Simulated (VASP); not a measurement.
# SiC (Cmm2) in VASP: notebook

SiC is run at these levels: PBE; tasks: single point.

All numbers are computed with VASP 6.6.1; they aren't measurements. Logs are shortened: lines on timing, memory, paths and dates and some standing lists are left out, and cuts for length are marked.

### 1 The cell of the first run

Symmetry: Cmm2, No. 35, orthorhombic system. The conventional cell has a = 6.149 Å, b = 6.149 Å, c = 4.348 Å, α = 90.00°, β = 90.00°, γ = 90.00°. Si (site symmetry mm2) has 4 C at 1.73 to 2.07 Å within 2.3 Å. Within 2.5 Å of Si (site symmetry 2) lie 4 C at 1.88 Å. Si (site symmetry mm2) has 4 C at 1.88 Å within 2.5 Å. Within 2.3 Å of C (site symmetry m) lie 4 Si at 1.73 to 1.88 Å. Within 2.5 Å of C (site symmetry m) lie 4 Si at 1.88 to 2.07 Å.

### 2 Single point, PBE (atom 1 (Si) moved -0.300 Å along Cartesian [0 1 0])

Contents of INCAR:

```
  PREC = Accurate
  ENCUT = 520
  EDIFF = 1E-6
  ISMEAR = 0
  SIGMA = 0.05
  LREAL = F
  LASPH = T
  NELM = 100
  ALGO = Normal
  ISIF = 2
  LWAVE = F
  LCHARG = F
  GGA = PE
  NBANDS = 26
```

Contents of KPOINTS:

```
regular mesh
0
Gamma
  6 6 6
```

Contents of POSCAR:

```
SiC
1.0
    4.3480000000      0.0000000000      0.0000000000
    0.0000000000     -4.3480000000      0.0000000000
    0.0000000000      0.0000000000     -4.3480000000
Si C
4 4
Direct
    0.0000000000      0.5689972401      0.5000000000
    0.5000000000      0.0000000000      0.5000000000
    0.5000000000      0.5000000000      0.0000000000
    0.0000000000      0.0000000000      0.0000000000
    0.7500000000      0.7500000000      0.7500000000
    0.2500000000      0.2500000000      0.7500000000
    0.2500000000      0.7500000000      0.2500000000
    0.7500000000      0.2500000000      0.2500000000
```

Potentials or basis: VASP PAW PBE potentials, release 64 (Si, C).

Started as:

```
$ cat potpaw_PBE.64/Si/POTCAR potpaw_PBE.64/C/POTCAR > POTCAR
$ mpirun -np 1 vasp_std > vasp.out
```

OUTCAR:

```text
PREC = Accurate
   ENCUT = 520
   EDIFF = 1E-6
   ISMEAR = 0
   LREAL = F
   LASPH = T
   NELM = 100
   ISIF = 2
   GGA = PE

 ion  position               nearest neighbor table
   1  0.000  0.569  0.500-   5 1.73   7 1.73   6 2.07   8 2.07   2 2.87   4 2.87   4 2.87   2 2.87
                             3 3.09   3 3.09   3 3.09   3 3.09
   2  0.500  0.000  0.500-   5 1.88   6 1.88   7 1.88   8 1.88   1 2.87   1 2.87   4 3.07   3 3.07
                             4 3.07   3 3.07   3 3.07   3 3.07   4 3.07   4 3.07
   3  0.500  0.500  0.000-   5 1.88   6 1.88   7 1.88   8 1.88   2 3.07   4 3.07   2 3.07   2 3.07
                             4 3.07   2 3.07   4 3.07   4 3.07   1 3.09   1 3.09   1 3.09   1 3.09
   4  0.000  0.000  0.000-   5 1.88   6 1.88   7 1.88   8 1.88   1 2.87   1 2.87   3 3.07   2 3.07
                             2 3.07   3 3.07   2 3.07   3 3.07   2 3.07   3 3.07
   5  0.750  0.750  0.750-   1 1.73   2 1.88   3 1.88   4 1.88
   6  0.250  0.250  0.750-   2 1.88   3 1.88   4 1.88   1 2.07
   7  0.250  0.750  0.250-   1 1.73   2 1.88   3 1.88   4 1.88
   8  0.750  0.250  0.250-   2 1.88   3 1.88   4 1.88   1 2.07

  LATTYP: Found a simple cubic cell.
 ALAT       =     4.3480000000

  Lattice vectors:

 A1 = (   4.3480000000,   0.0000000000,   0.0000000000)
 A2 = (   0.0000000000,  -4.3480000000,   0.0000000000)
 A3 = (   0.0000000000,   0.0000000000,  -4.3480000000)

Analysis of symmetry for initial positions (statically):
=====================================================================
 Subroutine PRICEL returns:
 Original cell was already a primitive cell.

 Routine SETGRP: Setting up the symmetry group for a
 simple cubic supercell.

 Subroutine GETGRP returns: Found  4 space group operations
 (whereof  2 operations were pure point group operations)
 out of a pool of 48 trial point group operations.

The static configuration has the point symmetry C_2 .
 The point group associated with its full space group is C_2v.

Analysis of symmetry for dynamics (positions and initial velocities):
=====================================================================
 Subroutine PRICEL returns:
 Original cell was already a primitive cell.

 Routine SETGRP: Setting up the symmetry group for a
 simple cubic supercell.

 Subroutine GETGRP returns: Found  4 space group operations
 (whereof  2 operations were pure point group operations)
 out of a pool of 48 trial point group operations.

The dynamic configuration has the point symmetry C_2 .
 The point group associated with its full space group is C_2v.

[... 111 lines left out ...]
   LREAL  =      F    real-space projection
   EDIFFG = 0.1E-04   stopping-criterion for IOM
   NSW    =      0    number of steps for IOM
   IBRION =     -1    ionic relax: 0-MD 1-quasi-New 2-CG
   NFREE  =      0    steps in history (QN), initial steepest desc. (CG)
   ISIF   =      2    stress and relaxation
   ISYM   =      2    0-nonsym 1-usesym 2-fastsym
   POTIM  = 0.5000    time-step for ionic-motion
   TEBEG  =    0.0;   TEEND  =   0.0 temperature during run
   PSTRESS=    0.0 pullay stress
   NELECT =      32.0000    total number of electrons
   NUPDOWN=      -1.0000    fix difference up-down
   EMIN   =  10.00;   EMAX   =-10.00  energy-range for DOS
   EFERMI =   0.00;   METHOD = LEGACY
   ISMEAR =     0;   SIGMA  =   0.05  broadening in eV -4-tet -1-fermi 0-gaus
   EFERMI_NEDOS =   21; number of points for ismear=-14 and -15
   IALGO  =     38    algorithm
   IMIX   =      4    mixing-type and parameters
     AMIX     =   0.40;   BMIX     =  1.00
     AMIX_MAG =   1.60;   BMIX_MAG =  1.00
  volume/ion in A,a.u.               =      10.27        69.34
  Fermi-wavevector in a.u.,A,eV,Ry     =   1.195369  2.258920 19.441458  1.428907
  Thomas-Fermi vector in A             =   2.331336
   LORBIT       =      0    0 simple, 1 ext, 2 COOP (PROOUT), +10 PAW based schemes
   GGA     = PE    functional components
   LHFCALC =     F    Hartree Fock is set to
   AEXX    =    0.0000 exact exchange contribution
   IVDW    =     0    specifies the selected vdW correction
   LEPSILON=     F    determine dielectric tensor
   LRPA    =     F    only Hartree local field effects (RPA)
 non-spin polarized calculation
 Gauss-broadening in eV      SIGMA  =   0.05
  energy-cutoff  :      520.00
  volume of cell :       82.20
 maximum number of plane-waves:      2272
   NGX = 17   NGY = 17   NGZ = 17

 number of electron      32.0000008 magnetization

 Free energy of the ion-electron system (eV)
  ---------------------------------------------------
  ext. energy  EPLUGINS =         0.00000000
  ---------------------------------------------------
  free energy    TOTEN  =       -59.09031876 eV

  energy without entropy =      -59.09029865  energy(sigma->0) =      -59.09030870

 E-fermi :   8.7055     XC(G=0): -11.3848

 val. band max:        8.6195586178   @ k =   0.0000   0.0000   0.0000
 cond. band min:       8.7862972863   @ k =   0.0000   0.0000   0.0000
 fundamental gap:      0.1667386684
 Fermi energy:         8.7054516340

 k-point     1 :       0.0000    0.0000    0.0000
  band No.  band energies     occupation
      1      -7.4018      2.00000
      2      -2.8313      2.00000
      3      -2.3153      2.00000
      4      -1.7840      2.00000
      5       0.2142      2.00000
      6       0.2743      2.00000
[... 685 lines left out ...]
     25      17.1131      0.00000
     26      17.2151      0.00000

 [... further k-points ...]
[... 5 lines left out ...]
  --------------------------------------------------------------------------------------
  -------------------------------------------------------------------------------------
  Total        5.0083320      1.9920123      5.0083320      0.0000000      0.0000000      3.0211704
  in kB       97.6191642     38.8270134     97.6191642      0.0000000      0.0000000     58.8866965
  external PRESSURE =      78.0217806 kB  Pullay stress =       0.0000000 kB

 VOLUME and BASIS-vectors are now :
 -----------------------------------------------------------------------------
  energy-cutoff  :      520.00
  volume of cell :       82.20
      direct lattice vectors                 reciprocal lattice vectors
     4.348000000  0.000000000  0.000000000     0.229990800  0.000000000  0.000000000
     0.000000000 -4.348000000  0.000000000     0.000000000 -0.229990800  0.000000000
     0.000000000  0.000000000 -4.348000000     0.000000000  0.000000000 -0.229990800

 POSITION                                       TOTAL-FORCE (eV/Angst)
 -----------------------------------------------------------------------------------
      0.00000     -2.47400     -2.17400        -0.000000      7.263143      0.000000
      2.17400      0.00000     -2.17400        -0.000000     -1.584058      0.000000
      2.17400     -2.17400      0.00000        -0.000000      1.299550      0.000000
      0.00000      0.00000      0.00000        -0.000000     -1.584058      0.000000
      3.26100     -3.26100     -3.26100        -1.476424     -1.674639     -1.476424
      1.08700     -1.08700     -3.26100        -0.381878     -1.022649      0.381878
      1.08700     -3.26100     -1.08700         1.476424     -1.674639      1.476424
      3.26100     -1.08700     -1.08700         0.381878     -1.022649     -0.381878
 -----------------------------------------------------------------------------------
    total drift:                                0.000000     -0.000146     -0.000000

  FREE ENERGIE OF THE ION-ELECTRON SYSTEM (eV)
  ---------------------------------------------------
  free  energy   TOTEN  =       -59.0903187596 eV

  energy  without entropy=      -59.0902986489  energy(sigma->0) =      -59.09030870
```

OSZICAR:

```text
N       E                     dE             d eps       ncg     rms          rms(c)
DAV:   1     0.748912346679E+02    0.74891E+02   -0.14326E+04  2704   0.109E+03
DAV:   2    -0.596692320935E+02   -0.13456E+03   -0.12504E+03  3526   0.198E+02
DAV:   3    -0.667510370838E+02   -0.70818E+01   -0.70263E+01  3616   0.419E+01
DAV:   4    -0.668401709867E+02   -0.89134E-01   -0.89027E-01  3390   0.549E+00
DAV:   5    -0.668416933311E+02   -0.15223E-02   -0.15216E-02  3568   0.676E-01    0.181E+01
DAV:   6    -0.592997925467E+02    0.75419E+01   -0.20037E+01  3452   0.197E+01    0.819E+00
DAV:   7    -0.591250825987E+02    0.17471E+00   -0.21893E+00  3538   0.673E+00    0.356E+00
DAV:   8    -0.590923905799E+02    0.32692E-01   -0.12002E-01  3294   0.170E+00    0.950E-01
DAV:   9    -0.590898607150E+02    0.25299E-02   -0.18024E-02  3436   0.712E-01    0.189E-01
DAV:  10    -0.590901931542E+02   -0.33244E-03   -0.13743E-03  3414   0.203E-01    0.926E-02
DAV:  11    -0.590903165543E+02   -0.12340E-03   -0.18590E-04  3386   0.829E-02    0.314E-02
DAV:  12    -0.590903174409E+02   -0.88662E-06   -0.12493E-05  3478   0.225E-02    0.119E-02
DAV:  13    -0.590903185758E+02   -0.11349E-05   -0.52316E-06  3270   0.124E-02    0.311E-03
DAV:  14    -0.590903187596E+02   -0.18379E-06   -0.37956E-07  1798   0.383E-03
   1 F= -.59090319E+02 E0= -.59090309E+02  d E =-.201107E-04
```

stdout:

```text
POSCAR found type information on POSCAR SiC
 POSCAR found :  2 types and       8 ions
 scaLAPACK will be used
 LDA part: xc-table for (Slater+PW92), standard interpolation
 POSCAR, INCAR and KPOINTS ok, starting setup
 FFT: planning ... GRIDC
 FFT: planning ... GRID_SOFT
 FFT: planning ... GRID
 WAVECAR not read
 entering main loop
```

It took 95 s on 1 thread of Intel Xeon 8259CL, shared host; peak memory 0.22 GiB.

Results:

* Free energy: -59.0903 eV
* Pressure: 7.8 GPa
* Largest force: 7.263 eV/Å
* Band gap on the k mesh: 0.17 eV, direct

Forces on the atoms (eV/Å):
```
Si   0.000  7.263  0.000
Si   0.000 -1.584  0.000
Si   0.000  1.300  0.000
Si   0.000 -1.584  0.000
C   -1.476 -1.675 -1.476
C   -0.382 -1.023  0.382
C    1.476 -1.675  1.476
C    0.382 -1.023 -0.382
```

Stress tensor (GPa, compression positive):
```
9.76 0.00 5.89
0.00 3.88 0.00
5.89 0.00 9.76
```

Levels at points of the mesh, in eV from the valence-band top:
| k point | band 13 | band 14 | band 15 | band 16 | band 17 | band 18 | band 19 | band 20 |
| --- | --- | --- | --- | --- | --- | --- | --- | --- |
| (0.00, 0.00, 0.00) | -3.34 | -0.67 | -0.38 | 0.00 | 0.17 | 0.79 | 1.61 | 3.45 |
| (0.50, 0.00, 0.00) | -2.39 | -2.37 | -2.17 | -2.08 | 3.38 | 3.38 | 4.64 | 4.84 |
| (0.00, 0.50, 0.00) | -3.36 | -2.94 | -1.94 | -1.48 | 3.15 | 3.89 | 4.24 | 5.29 |
| (0.50, 0.50, 0.00) | -1.91 | -1.74 | -1.38 | -1.23 | 4.35 | 4.73 | 5.18 | 5.61 |
| (0.50, 0.00, 0.50) | -2.61 | -2.10 | -1.30 | -0.70 | 4.78 | 4.85 | 5.06 | 5.19 |
| (0.50, 0.50, 0.50) | -1.47 | -1.17 | -1.14 | -0.44 | 4.57 | 4.86 | 4.89 | 5.05 |

Caveat: the cell differs from its parent crystal (atom 1 (Si) moved -0.300 Å along Cartesian [0 1 0]); forces of over 1 eV/Å act on the atoms, so gaps and moduli don't describe the material at rest.

[end of part 1 of 2]
